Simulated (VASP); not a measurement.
A run of VASP 6.6.1 is set up as follows.

Contents of INCAR:

```
PREC = Accurate
ENCUT = 520
EDIFF = 1E-6
ISMEAR = -1
SIGMA = 0.1
LREAL = False
LASPH = True
NELM = 60
ALGO = Normal
ISIF = 2
LWAVE = False
LCHARG = False
GGA = B5
ALDAX = 1.0
AGGAX = 1.0
AGGAC = 1.0
ALDAC = 0.0
NBANDS = 12
```

Contents of KPOINTS:

```
regular mesh
0
Gamma
  13 13 13
```

The input POSCAR:

```
Ga
1.0
    2.7533174120      0.0000000000      0.0000000000
    0.0000000000      2.7533174120      0.0000000000
    0.0000000000      0.0000000000      2.7533174120
Ga
1
Direct
    0.0000000000      0.0000000000      0.0000000000
```

Potentials or basis: VASP PAW PBE potentials, release 64 (Ga_d).

Command:

```bash
$ cat potpaw_PBE.64/Ga_d/POTCAR > POTCAR
$ mpirun -np 1 vasp_std > vasp.out
```

Estimate the pressure.

2.9 GPa.

Caveat: the PAW data sets were made with another functional, which shifts forces and pressure a little.
